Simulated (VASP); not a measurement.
**HfO2: single point with PBE**

HfO2:

```xyz
9
Lattice="2.5488 -2.5488 0.0000 2.5488 0.0000 -2.5488 5.0976 5.0976 5.0976" Properties=species:S:1:pos:R:3 pbc="T T T"
Hf    0.0000    0.0000    0.0000
Hf    5.0976    2.5488    2.5488
Hf    5.0976    0.0000    0.0000
O     6.3720    1.2744    1.2744
O     3.8232   -1.2744    1.2744
O     6.3720    3.8232    3.8232
O     3.8232   -1.2744   -1.2744
O     8.9208    1.2744    1.2744
O     3.8232    1.2744    1.2744
```

```
Program                : VASP 6.6.1
Task                   : single point
Functional             : PBE
Potentials or basis    : VASP PAW PBE potentials, release 64 (Hf_pv, O)
Cutoff                 : 520 eV
k mesh                 : 7 × 7 × 3
Occupations            : gaussian, width 0.05 eV
Spin                   : no spin polarisation
Dipole correction      : no
Further INCAR settings : ALGO = Normal; EDIFF = 1e-06; NBANDS = 43
```

```yaml
Pressure: -3.6 GPa
Band_gap_on_the_k_mesh: 3.92 eV
```

Levels at points of the mesh, in eV from the valence-band top:
| k point | band 30 | band 31 | band 32 | band 33 | band 34 | band 35 | band 36 | band 37 |
| --- | --- | --- | --- | --- | --- | --- | --- | --- |
| (0.00, 0.00, 0.00) | -1.56 | -0.51 | -0.51 | -0.51 | 3.93 | 3.93 | 4.72 | 4.72 |

It took 110 s on 1 thread of Intel Xeon 6975P-C, on a shared host, peak memory 0.25 GiB.

Caveat: spin-orbit coupling is left out, which moves the levels of the heavy elements. A k mesh can miss the band edges.
